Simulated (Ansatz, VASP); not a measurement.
Two plane-wave programs on Ni

Contents of INCAR:

```
  PREC = Accurate
  ENCUT = 600
  EDIFF = 1E-6
  ISMEAR = 0
  SIGMA = 0.022
  LREAL = F
  LASPH = T
  NELM = 200
  ALGO = Normal
  ISIF = 2
  LWAVE = F
  LCHARG = F
  ISPIN = 2
  MAGMOM = 1
  LORBIT = 11
  LMAXMIX = 4
  GGA = PE
  NBANDS = 15
  GGA_COMPAT = F
```

File KPOINTS:

```
Automatic mesh
0
Gamma
  13 13 13
```

POSCAR

```
Ni
1.0
   -1.3837154700      1.3837154700      1.3837154700
    1.3837154700     -1.3837154700      1.3837154700
    1.3837154700      1.3837154700     -1.3837154700
Ni
1
Direct
    0.0000000000      0.0000000000      0.0000000000
```

Contents of input.yaml:

```yaml
crystal:
  lattice:
    - [-1.38371547, 1.38371547, 1.38371547]
    - [1.38371547, -1.38371547, 1.38371547]
    - [1.38371547, 1.38371547, -1.38371547]
  atoms:
    - { symbol: Ni, position: [0.0, 0.0, 0.0], spin: 1.0 }
hamiltonian:
  xc: pbe
  pseudopotentials: { kind: paw }
magnetization:
  spin_polarized: true
kpoints:
  mp_grid: { grid: [13, 13, 13] }
scf:
  occupations: { method: gaussian, width: 0.022 }
output:
  forces: true
  stress: true
  eigenvalues: true
```

Alike in both runs: task single point; functional PBE; k mesh 13 × 13 × 13; occupations gaussian, width 0.022 eV; collinear spin.

|  | VASP | Ansatz |
| --- | --- | --- |
| version | VASP 6.6.1 | Ansatz 0.2.0 |
| potentials or method | VASP PAW PBE potentials, release 64 (Ni) | Ansatz PAW |
| plane-wave cutoff (eV) | 600 | 420 |
| valence electrons in the cell | 10 | 18 |

VASP gave:

| Item | Value |
| --- | --- |
| gap on the k mesh at the Fermi level (eV) | none |
| pressure (GPa) | 7.5 |
| net moment per atom (μB) | 0.59 |
| size of the moment on the site where the two differ most (μB) | 0.60 |

**Question.** Which values does Ansatz return?

**Answer.** gap on the k mesh at the Fermi level (eV): none; pressure (GPa): 7.7; net moment per atom (μB): 0.59; size of the moment on the site where the two differ most (μB): 0.62.

Site moments also hang on the region over which each program counts them. A gap of «none» marks a metal or a gap that the smearing closes. The functional is the same, so the differences come from potentials, cutoffs and numerics. VASP's potentials hold 10 valence electrons a cell and Ansatz's 18, so a difference there can come from the potentials and not from the codes.
